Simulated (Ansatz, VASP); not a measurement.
Two plane-wave programs on Cu

```
Cu
1.0
     2.61739    0.00000    0.00000
    -1.30870    2.26673    0.00000
     0.00000    0.00000    4.29033
Cu
2
Direct
  0.33333 0.66667 0.25000
  0.66667 0.33333 0.75000
```

Alike in both runs: task single point; functional BLYP; k mesh 15 × 15 × 8; occupations fermi-dirac, width 0.1 eV; no spin polarisation.

|  | VASP | Ansatz |
| --- | --- | --- |
| version | VASP 6.6.1 | Ansatz 0.2.0 |
| potentials or method | VASP PAW PBE potentials, release 64 (Cu), cutoff 520 eV | plane waves (420 eV) with PAW, scalar-relativistic |
| valence electrons in the cell | 22 | 38 |

VASP gave:

* pressure (GPa): 0.6
* traceless stress, the component that is largest in VASP (GPa): 0.88

**Question.** Which values does Ansatz return?

**Answer.** Pressure (GPa): -0.2; traceless stress, the component that is largest in VASP (GPa): 0.91.

VASP's potentials were made for PBE, not for BLYP. VASP's potentials hold 22 valence electrons a cell and Ansatz's 38, so a difference there can come from the potentials and not from the codes.
